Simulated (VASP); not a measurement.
# Se in VASP: a series of runs

Se is run at these levels: PBEsol, PBE exchange alone; tasks: single point.

Everything below comes from runs of VASP 6.6.1. Logs are shortened: lines on timing, memory, paths and dates and some standing lists are left out, and cuts for length are marked.

## 1. The cell of the first run

It takes space group P3_121 (No. 152, trigonal). Conventional cell: a = 4.395 Å, b = 4.395 Å, c = 4.986 Å, α = 90.00°, β = 90.00°, γ = 120.00°. Se (site symmetry 2) has 2 Se at 2.39 Å within 3.2 Å.

## 2. Single point, PBEsol (volume scaled by 1.02)

Contents of INCAR:

```
SYSTEM = Se
ALGO = Normal
EDIFF = 1E-6
ENCUT = 520
GGA = PS
ISIF = 2
ISMEAR = -1
LASPH = .True.
LCHARG = .False.
LREAL = .False.
LWAVE = .False.
NBANDS = 16
NELM = 80
PREC = Accurate
SIGMA = 0.05
```

Contents of KPOINTS:

```
k-points
0
Gamma
  7 7 6
  0 0 0
```

Contents of POSCAR:

```
Se
1.0
    4.3951160745      0.0000000000      0.0000000000
   -2.1975580372      3.8062821731      0.0000000000
    0.0000000000      0.0000000000      4.9864062541
Se
3
Direct
    0.7746000000      0.7746000000      0.0000000000
    0.0000000000      0.2254000000      0.6666666667
    0.2254000000      0.0000000000      0.3333333333
```

Potentials or basis: VASP PAW PBE potentials, release 64 (Se).

Started as:

```console
$ cat potpaw_PBE.64/Se/POTCAR > POTCAR
$ mpirun -np 1 vasp_std > vasp.out
```

OUTCAR:

```text
SYSTEM = Se
   EDIFF = 1E-6
   ENCUT = 520
   GGA = PS
   ISIF = 2
   ISMEAR = -1
   LASPH = .True.
   LREAL = .False.
   NELM = 80
   PREC = Accurate

 ion  position               nearest neighbor table
   1  0.775  0.775  0.000-   2 2.39   3 2.39
   2  0.000  0.225  0.667-   1 2.39   3 2.39
   3  0.225  0.000  0.333-   1 2.39   2 2.39

  LATTYP: Found a hexagonal cell.
 ALAT       =     4.3951160745
 C/A-ratio  =     1.1345334616

  Lattice vectors:

 A1 = (   4.3951160745,   0.0000000000,   0.0000000000)
 A2 = (  -2.1975580372,   3.8062821731,   0.0000000000)
 A3 = (   0.0000000000,   0.0000000000,   4.9864062541)

Analysis of symmetry for initial positions (statically):
=====================================================================
 Subroutine PRICEL returns:
 Original cell was already a primitive cell.

 Routine SETGRP: Setting up the symmetry group for a
 hexagonal supercell.

 Subroutine GETGRP returns: Found  6 space group operations
 (whereof  2 operations were pure point group operations)
 out of a pool of 24 trial point group operations.

The static configuration has the point symmetry C_2 .
 The point group associated with its full space group is D_3 .

Analysis of symmetry for dynamics (positions and initial velocities):
=====================================================================
 Subroutine PRICEL returns:
 Original cell was already a primitive cell.

 Routine SETGRP: Setting up the symmetry group for a
 hexagonal supercell.

 Subroutine GETGRP returns: Found  6 space group operations
 (whereof  2 operations were pure point group operations)
 out of a pool of 24 trial point group operations.

The dynamic configuration has the point symmetry C_2 .
 The point group associated with its full space group is D_3 .

 Subroutine INISYM returns: Found  6 space group operations
 (whereof  2 operations are pure point group operations),
 and found     1 'primitive' translations

----------------------------------------------------------------------------------------

                                     Primitive cell

  volume of cell :      83.4178

  direct lattice vectors                    reciprocal lattice vectors
     4.395116074  0.000000000  0.000000000     0.227525276  0.131361780  0.000000000
    -2.197558037  3.806282173  0.000000000     0.000000000  0.262723559  0.000000000
     0.000000000  0.000000000  4.986406254     0.000000000  0.000000000  0.200545232

  length of vectors
     4.395116074  4.395116074  4.986406254     0.262723559  0.262723559  0.200545232

  position of ions in fractional coordinates (direct lattice)
     0.774600000  0.774600000  0.000000000
     0.000000000  0.225400000  0.666666667
     0.225400000  0.000000000  0.333333333

  ion indices of the primitive-cell ions
   primitive index   ion index
                 1           1
                 2           2
                 3           3

----------------------------------------------------------------------------------------

 KPOINTS: k-points

Automatic generation of k-mesh.
 Grid dimensions read from file:
 generate k-points for:    7    7    6

 Generating k-lattice:

  Cartesian coordinates                     Fractional coordinates (reciprocal lattice)
     0.032503611  0.018765969  0.000000000     0.142857143  0.000000000  0.000000000
     0.000000000  0.037531937  0.000000000     0.000000000  0.142857143  0.000000000
     0.000000000  0.000000000  0.033424205     0.000000000  0.000000000  0.166666667

  Length of vectors
     0.037531937  0.037531937  0.033424205

  Shift w.r.t. Gamma in fractional coordinates (k-lattice)
     0.000000000  0.000000000  0.000000000

 Subroutine IBZKPT returns following result:
 ===========================================

 Found     40 irreducible k-points:

 Following reciprocal coordinates:
            Coordinates               Weight
  0.000000  0.000000  0.000000      1.000000
  0.142857 -0.000000  0.000000      6.000000
  0.285714  0.000000  0.000000      6.000000
  0.428571  0.000000  0.000000      6.000000
  0.142857  0.142857  0.000000      6.000000
  0.285714  0.142857  0.000000     12.000000
[... 16 lines left out ...]
  0.000000  0.142857  0.333333      6.000000
  0.285714  0.000000  0.333333      6.000000
 [... further k-points ...]
   k-points           NKPTS =     40   k-points in BZ     NKDIM =     40   number of bands    NBANDS=     16
   number of dos      NEDOS =    301   number of ions     NIONS =      3
   total plane-waves  NPLWV =  51840
   dimension x,y,z NGX =    36 NGY =   36 NGZ =   40
   dimension x,y,z NGXF=    72 NGYF=   72 NGZF=   80
   ions per type =               3
   NGX,Y,Z   is equivalent  to a cutoff of  13.62, 13.62, 13.34 a.u.
   NGXF,Y,Z  is equivalent  to a cutoff of  27.23, 27.23, 26.67 a.u.
 SYSTEM =  Se
   PREC   = accura    normal or accurate (medium, high low for compatibility)
   ISTART =      0    job   : 0-new  1-cont  2-samecut
   ICHARG =      2    charge: 1-file 2-atom 10-const
   ISPIN  =      1    spin polarized calculation?
   LNONCOLLINEAR =      F non collinear calculations
   LSORBIT =      F    spin-orbit coupling
   LASPH  =      T    aspherical Exc in radial PAW
   ENCUT  =  520.0 eV  38.22 Ry    6.18 a.u.   8.17  8.17  9.27*2*pi/ulx,y,z
   NELM   =     80;   NELMIN=  2; NELMDL= -5     # of ELM steps
   EDIFF  = 0.1E-05   stopping-criterion for ELM
   LREAL  =      F    real-space projection
   EDIFFG = 0.1E-04   stopping-criterion for IOM
   NSW    =      0    number of steps for IOM
   IBRION =     -1    ionic relax: 0-MD 1-quasi-New 2-CG
   NFREE  =      0    steps in history (QN), initial steepest desc. (CG)
   ISIF   =      2    stress and relaxation
   ISYM   =      2    0-nonsym 1-usesym 2-fastsym
   POTIM  = 0.5000    time-step for ionic-motion
   TEBEG  =    0.0;   TEEND  =   0.0 temperature during run
   PSTRESS=    0.0 pullay stress
   NELECT =      18.0000    total number of electrons
   NUPDOWN=      -1.0000    fix difference up-down
   EMIN   =  10.00;   EMAX   =-10.00  energy-range for DOS
   EFERMI =   0.00;   METHOD = LEGACY
   ISMEAR =    -1;   SIGMA  =   0.05  broadening in eV -4-tet -1-fermi 0-gaus
   EFERMI_NEDOS =   21; number of points for ismear=-14 and -15
   IALGO  =     38    algorithm
   IMIX   =      4    mixing-type and parameters
     AMIX     =   0.40;   BMIX     =  1.00
     AMIX_MAG =   1.60;   BMIX_MAG =  1.00
  volume/ion in A,a.u.               =      27.81       187.64
  Fermi-wavevector in a.u.,A,eV,Ry     =   0.981927  1.855574 13.118482  0.964181
  Thomas-Fermi vector in A             =   2.112971
   LORBIT       =      0    0 simple, 1 ext, 2 COOP (PROOUT), +10 PAW based schemes
   GGA     = PS    functional components
   LHFCALC =     F    Hartree Fock is set to
   AEXX    =    0.0000 exact exchange contribution
   IVDW    =     0    specifies the selected vdW correction
   LEPSILON=     F    determine dielectric tensor
   LRPA    =     F    only Hartree local field effects (RPA)
 non-spin polarized calculation
  energy-cutoff  :      520.00
  volume of cell :       83.42
 maximum number of plane-waves:      2255
 NGX is ok and might be reduce to    36
   NGX = 17   NGY = 17   NGZ = 19

 number of electron      18.0000000 magnetization

 Free energy of the ion-electron system (eV)
  ---------------------------------------------------
  ext. energy  EPLUGINS =         0.00000000
  ---------------------------------------------------
  free energy    TOTEN  =       -11.48417599 eV

  energy without entropy =      -11.48417532  energy(sigma->0) =      -11.48417566

 E-fermi :   2.9320     XC(G=0):  -8.9516

 val. band max:        2.3627975986   @ k =   0.4286   0.1429   0.5000
 cond. band min:       3.5153906681   @ k =   0.2857   0.2857   0.5000
 fundamental gap:      1.1525930695
 Fermi energy:         2.9320393119

 k-point     1 :       0.0000    0.0000    0.0000
  band No.  band energies     occupation
      1     -13.3412      2.00000
      2      -9.3197      2.00000
      3      -9.3197      2.00000
      4      -1.4243      2.00000
      5      -1.4243      2.00000
      6      -1.3234      2.00000
[... 8 lines left out ...]
     15       8.7574      0.00000
     16      10.6915      0.00000

 k-point     2 :       0.1429   -0.0000    0.0000
  band No.  band energies     occupation
      1     -13.2648      2.00000
      2      -9.3896      2.00000
      3      -9.3132      2.00000
      4      -1.9790      2.00000
      5      -1.6657      2.00000
      6      -1.1503      2.00000
[... 8 lines left out ...]
     15       9.3650      0.00000
     16      10.6335      0.00000

 k-point     3 :       0.2857    0.0000    0.0000
  band No.  band energies     occupation
      1     -13.0757      2.00000
      2      -9.5792      2.00000
      3      -9.2980      2.00000
      4      -2.4903      2.00000
      5      -2.0182      2.00000
      6      -1.1767      2.00000
[... 8 lines left out ...]
     15      10.4514      0.00000
     16      11.3555      0.00000

 k-point     4 :       0.4286    0.0000    0.0000
  band No.  band energies     occupation
      1     -12.9008      2.00000
      2      -9.7693      2.00000
      3      -9.2852      2.00000
      4      -2.6772      2.00000
      5      -2.2428      2.00000
      6      -1.0808      2.00000
[... 8 lines left out ...]
     15      11.5697      0.00000
     16      12.2230      0.00000
[... 324 lines left out ...]
 k-point    22 :       0.1429   -0.0000    0.3333
  band No.  band energies     occupation
      1     -12.7603      2.00000
      2     -11.3354      2.00000
      3      -7.6438      2.00000
      4      -2.3666      2.00000
      5      -1.5030      2.00000
      6      -0.9435      2.00000
[... 8 lines left out ...]
     15       9.9175      0.00000
     16      10.1175      0.00000

 k-point    23 :       0.0000    0.1429    0.3333
  band No.  band energies     occupation
      1     -12.7592      2.00000
      2     -11.3386      2.00000
      3      -7.6331      2.00000
      4      -2.3981      2.00000
      5      -1.5911      2.00000
      6      -0.9660      2.00000
[... 8 lines left out ...]
     15       9.7086      0.00000
     16      10.4109      0.00000

 k-point    24 :       0.2857    0.0000    0.3333
  band No.  band energies     occupation
      1     -12.5915      2.00000
      2     -11.2301      2.00000
      3      -8.0255      2.00000
      4      -2.7092      2.00000
      5      -1.9993      2.00000
      6      -1.1620      2.00000
[... 8 lines left out ...]
     15       9.8606      0.00000
     16      10.4606      0.00000

 [... further k-points ...]

------------------------ aborting loop because EDIFF is reached ----------------------------------------

  FORCE on cell =-STRESS in cart. coord.  units (eV):
  Direction    XX          YY          ZZ          XY          YZ          ZX
  --------------------------------------------------------------------------------------
  -------------------------------------------------------------------------------------
  Total       -0.5418507     -0.5418507     -0.0717035     -0.0000000      0.0000000     -0.0000000
  in kB      -10.4071355    -10.4071355     -1.3771830     -0.0000000      0.0000000     -0.0000000
  external PRESSURE =      -7.3971513 kB  Pullay stress =       0.0000000 kB

 VOLUME and BASIS-vectors are now :
 -----------------------------------------------------------------------------
  energy-cutoff  :      520.00
  volume of cell :       83.42
      direct lattice vectors                 reciprocal lattice vectors
     4.395116074  0.000000000  0.000000000     0.227525276  0.131361780  0.000000000
    -2.197558037  3.806282173  0.000000000     0.000000000  0.262723559  0.000000000
     0.000000000  0.000000000  4.986406254     0.000000000  0.000000000  0.200545232

 POSITION                                       TOTAL-FORCE (eV/Angst)
 -----------------------------------------------------------------------------------
      1.70223      2.94835      0.00000        -0.064211     -0.111217     -0.000000
     -0.49533      0.85794      3.32427        -0.064211      0.111217     -0.000000
      0.99066      0.00000      1.66214         0.128422      0.000000      0.000000
 -----------------------------------------------------------------------------------
    total drift:                                0.000000      0.000001     -0.000000

  FREE ENERGIE OF THE ION-ELECTRON SYSTEM (eV)
  ---------------------------------------------------
  free  energy   TOTEN  =       -11.4841759932 eV

  energy  without entropy=      -11.4841753217  energy(sigma->0) =      -11.48417566
```

Wall time 53 s (1 thread of Intel Xeon Platinum 8375C at 2.90GHz (Ice Lake), shared host); peak memory 0.23 GiB.

What came out:

| Quantity | Value |
| --- | --- |
| Free energy | -11.4842 eV |
| Pressure | -0.7 GPa |
| Largest force | 0.128 eV/Å |
| Band gap on the k mesh | 1.15 eV, indirect (least direct gap 1.41 eV) |

Forces on the atoms (eV/Å):
```
Se  -0.064 -0.111  0.000
Se  -0.064  0.111  0.000
Se   0.128  0.000  0.000
```

Stress tensor (GPa, compression positive):
```
-1.04  0.00  0.00
 0.00 -1.04  0.00
 0.00  0.00 -0.14
```

Levels at points of the mesh, in eV from the valence-band top:
| k point | band 7 | band 8 | band 9 | band 10 | band 11 | band 12 |
| --- | --- | --- | --- | --- | --- | --- |
| (0.00, 0.00, 0.00) | -1.98 | -1.98 | -0.38 | 1.82 | 1.82 | 2.13 |
| (0.00, 0.00, 0.50) | -1.50 | -1.50 | -1.08 | 1.16 | 1.16 | 1.25 |

Caveat: the cell differs from its parent crystal (volume scaled by 1.02); the PAW data sets were made with another functional, which shifts forces and pressure a little.

## 3. Single point, PBEsol

This run uses another cell than the first one, of 27.26 Å³/atom, 0.980 times its volume.

Contents of INCAR:

```
SYSTEM = Se
PREC = Accurate ; ENCUT = 520
EDIFF = 1E-6 ; ISMEAR = -1
SIGMA = 0.03 ; LREAL = .FALSE.
LASPH = .TRUE. ; NELM = 100
ALGO = Normal ; ISIF = 2
LWAVE = .FALSE. ; LCHARG = .FALSE.
GGA = PS ; NBANDS = 16
```

Contents of KPOINTS:

```
Automatic mesh
0
G
  4 4 4
  0 0 0
```

Contents of POSCAR:

```
Se
1.0
    4.3662000000      0.0000000000      0.0000000000
   -2.1831000000      3.7812401180      0.0000000000
    0.0000000000      0.0000000000      4.9536000000
Se
3
Direct
    0.7746000000      0.7746000000      0.0000000000
    0.0000000000      0.2254000000      0.6666666667
    0.2254000000      0.0000000000      0.3333333333
```

Potentials or basis: VASP PAW PBE potentials, release 64 (Se).

Started as:

```console
$ cat potpaw_PBE.64/Se/POTCAR > POTCAR
$ mpirun -np 1 vasp_std > vasp.out
```

OUTCAR:

```text
SYSTEM = Se
   PREC = Accurate
   ENCUT = 520
   EDIFF = 1E-6
   ISMEAR = -1
   LREAL = .FALSE.
   LASPH = .TRUE.
   NELM = 100
   ISIF = 2
   GGA = PS

 ion  position               nearest neighbor table
   1  0.775  0.775  0.000-   2 2.37   3 2.37
   2  0.000  0.225  0.667-   1 2.37   3 2.37
   3  0.225  0.000  0.333-   1 2.37   2 2.37

  LATTYP: Found a hexagonal cell.
 ALAT       =     4.3662000000
 C/A-ratio  =     1.1345334616

[... 426 lines left out ...]

  FORCE on cell =-STRESS in cart. coord.  units (eV):
  Direction    XX          YY          ZZ          XY          YZ          ZX
  --------------------------------------------------------------------------------------
  -------------------------------------------------------------------------------------
  Total       -0.0897665     -0.0897665      0.7351460      0.0000000      0.0000000      0.0000000
  in kB       -1.7585962     -1.7585962     14.4020839      0.0000000      0.0000000      0.0000000
  external PRESSURE =       3.6282971 kB  Pullay stress =       0.0000000 kB

 VOLUME and BASIS-vectors are now :
 -----------------------------------------------------------------------------
  energy-cutoff  :      520.00
  volume of cell :       81.78
      direct lattice vectors                 reciprocal lattice vectors
     4.366200000  0.000000000  0.000000000     0.229032110  0.132231751  0.000000000
    -2.183100000  3.781240118  0.000000000     0.000000000  0.264463501  0.000000000
     0.000000000  0.000000000  4.953600000     0.000000000  0.000000000  0.201873385

 POSITION                                       TOTAL-FORCE (eV/Angst)
 -----------------------------------------------------------------------------------
      1.69103      2.92895      0.00000        -0.166742     -0.288806     -0.000000
     -0.49207      0.85229      3.30240        -0.166742      0.288806     -0.000000
      0.98414      0.00000      1.65120         0.333485     -0.000000      0.000000
 -----------------------------------------------------------------------------------
    total drift:                                0.000000      0.000000      0.000000

  FREE ENERGIE OF THE ION-ELECTRON SYSTEM (eV)
  ---------------------------------------------------
  free  energy   TOTEN  =       -11.4863262889 eV

  energy  without entropy=      -11.4863262882  energy(sigma->0) =      -11.48632629
```

OSZICAR:

```text
N       E                     dE             d eps       ncg     rms          rms(c)
DAV:   1     0.799698459084E+02    0.79970E+02   -0.73094E+03   416   0.945E+02
DAV:   2    -0.633590254313E+01   -0.86306E+02   -0.81419E+02   552   0.151E+02
DAV:   3    -0.115511900064E+02   -0.52153E+01   -0.51979E+01   544   0.431E+01
DAV:   4    -0.115868005567E+02   -0.35611E-01   -0.35608E-01   512   0.419E+00
DAV:   5    -0.115870555109E+02   -0.25495E-03   -0.25495E-03   552   0.350E-01    0.704E+00
DAV:   6    -0.115150936773E+02    0.71962E-01   -0.35599E-02   472   0.115E+00    0.433E+00
DAV:   7    -0.114870201870E+02    0.28073E-01   -0.71868E-02   504   0.159E+00    0.192E-01
DAV:   8    -0.114862560176E+02    0.76417E-03   -0.83226E-03   456   0.550E-01    0.864E-02
DAV:   9    -0.114863123734E+02   -0.56356E-04   -0.24795E-04   592   0.101E-01    0.284E-02
DAV:  10    -0.114863252494E+02   -0.12876E-04   -0.25595E-05   496   0.330E-02    0.594E-03
DAV:  11    -0.114863264299E+02   -0.11805E-05   -0.47426E-06   576   0.126E-02    0.344E-03
DAV:  12    -0.114863262889E+02    0.14104E-06   -0.95172E-07   280   0.613E-03
   1 F= -.11486326E+02 E0= -.11486326E+02  d E =-.625208E-09
```

It took 6.9 s on 1 thread of Intel Xeon 6975P-C (Granite Rapids), shared host; peak memory 0.19 GiB.

Results:

| Quantity | Value |
| --- | --- |
| Free energy | -11.4863 eV |
| Pressure | 0.4 GPa |
| Largest force | 0.333 eV/Å |
| Band gap on the k mesh | 1.13 eV, indirect (least direct gap 1.60 eV) |

Forces in eV/Å, atoms in the order of the input:
```
Se  -0.167 -0.289  0.000
Se  -0.167  0.289  0.000
Se   0.333  0.000  0.000
```

Levels at points of the mesh, in eV from the valence-band top:
| k point | band 6 | band 7 | band 8 | band 9 | band 10 | band 11 | band 12 | band 13 |
| --- | --- | --- | --- | --- | --- | --- | --- | --- |
| (0.00, 0.00, 0.00) | -3.80 | -2.08 | -2.08 | -0.42 | 1.83 | 1.83 | 2.12 | 5.96 |
| (0.50, 0.00, 0.00) | -3.48 | -2.95 | -1.81 | -1.02 | 1.87 | 2.28 | 4.09 | 5.11 |
| (0.00, 0.00, 0.50) | -3.41 | -1.58 | -1.58 | -1.14 | 1.13 | 1.13 | 1.23 | 6.14 |
| (0.50, 0.00, 0.50) | -4.28 | -1.97 | -1.41 | 0.00 | 1.60 | 2.67 | 2.93 | 6.12 |

Caveat: the PAW data sets were made with another functional, which shifts forces and pressure a little. A k mesh can miss the band edges.

(Continued in part 2 of 2.)
